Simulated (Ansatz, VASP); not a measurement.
Two plane-wave programs on InAs

File INCAR:

```
PREC     = Accurate       # precision mode
ENCUT    = 500            # plane-wave cutoff, eV
EDIFF    = 1E-6           # SCF threshold, eV
ISMEAR   = -1             # smearing method
SIGMA    = 0.02           # smearing width, eV
LREAL    = False          # projectors in reciprocal space
LASPH    = True           # aspherical terms in the spheres
NELM     = 120            # most SCF steps
ALGO     = Normal         # electronic algorithm
ISIF     = 2              # what is computed and relaxed
LWAVE    = False          # write WAVECAR
LCHARG   = False          # write CHGCAR
GGA      = PS             # functional
NBANDS   = 26             # bands
GGA_COMPAT= False
```

The input KPOINTS:

```
regular mesh
0
Gamma
  6 6 4
```

POSCAR

```
InAs
1.0
    3.9653011097      0.0000000000      0.0000000000
   -1.9826505549      3.4340514946      0.0000000000
    0.0000000000      0.0000000000      6.8488974507
In As
2 2
Direct
    0.0000000000      0.0000000000      0.0000000000
    0.0000000000      0.0000000000      0.5000000000
    0.3333333333      0.6666666667      0.2500000000
    0.6666666667      0.3333333333      0.7500000000
```

Input for Ansatz:

```yaml
crystal:
  lattice:
    - [3.9653011097, 0.0, 0.0]
    - [-1.9826505549, 3.4340514946, 0.0]
    - [0.0, 0.0, 6.8488974507]
  atoms:
    - { symbol: In, position: [0.0, 0.0, 0.0] }
    - { symbol: In, position: [0.0, 0.0, 0.5] }
    - { symbol: As, position: [0.3333333333, 0.6666666667, 0.25] }
    - { symbol: As, position: [0.6666666667, 0.3333333333, 0.75] }
kpoints:
  mp_grid: { grid: [6, 6, 4] }
hamiltonian:
  xc: pbesol
scf:
  occupations: { method: fermi_dirac, width: 0.02 }
  n_extra_bands: 5
output:
  forces: true
  stress: true
  eigenvalues: true
basis:
  ecutwfc: 750
```

Alike in both runs: task single point; functional PBEsol; k mesh 6 × 6 × 4; occupations fermi-dirac, width 0.02 eV; no spin polarisation.

|  | VASP | Ansatz |
| --- | --- | --- |
| version | VASP 6.6.1 | Ansatz 0.2.0 |
| potentials or method | VASP PAW PBE potentials, release 64 (In_d, As), cutoff 500 eV | plane waves |
| valence electrons in the cell | 36 | 56 |

VASP gave:

- pressure (GPa): -1.0
- traceless stress, the component that is largest in VASP (GPa): 0.73

Problem. Estimate Ansatz's values.

Solution. Pressure (GPa): -1.1; traceless stress, the component that is largest in VASP (GPa): 0.72.

VASP's potentials were made for PBE, not for PBEsol. With one functional, cell and mesh, what is left measures potentials, basis and numerics. VASP's potentials hold 36 valence electrons a cell and Ansatz's 56, so a difference there can come from the potentials and not from the codes.
